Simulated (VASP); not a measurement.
A run of VASP 6.6.1 is set up as follows.

The input INCAR:

```
PREC     = Accurate       # precision mode
ENCUT    = 520            # plane-wave cutoff, eV
EDIFF    = 1E-6           # SCF threshold, eV
ISMEAR   = 0              # smearing method
SIGMA    = 0.1            # smearing width, eV
LREAL    = F              # projectors in reciprocal space
LASPH    = T              # aspherical terms in the spheres
NELM     = 100            # most SCF steps
ALGO     = Normal         # electronic algorithm
ISIF     = 2              # what is computed and relaxed
LWAVE    = F              # write WAVECAR
LCHARG   = T              # write CHGCAR
GGA      = PE             # functional
LELF     = T              # ELF
LVHAR    = T            
NBANDS   = 16             # bands
```

The input KPOINTS:

```
Automatic mesh
0
Gamma
  12 12 12
```

The input POSCAR:

```
CdSe
1.0
    0.0000000000      2.8969947446      2.8969947446
    2.8969947446      0.0000000000      2.8969947446
    2.8969947446      2.8969947446      0.0000000000
Cd Se
1 1
Direct
    0.0000000000      0.0000000000      0.0000000000
    0.5000000000      0.5000000000      0.5000000000
```

Potentials or basis: VASP PAW PBE potentials, release 64 (Cd, Se).

Launch:

```console
$ cat potpaw_PBE.64/Cd/POTCAR potpaw_PBE.64/Se/POTCAR > POTCAR
$ mpirun -np 1 vasp_std > vasp.out
```

Problem. Estimate the pressure.

Solution. -1.4 GPa.

Problem. Estimate the band gap on the k mesh.

Solution. Zero (bands 9 and 10 overlap by 0.43 eV).

Caveat: semilocal functionals underestimate gaps, so a narrow gap can read as zero.
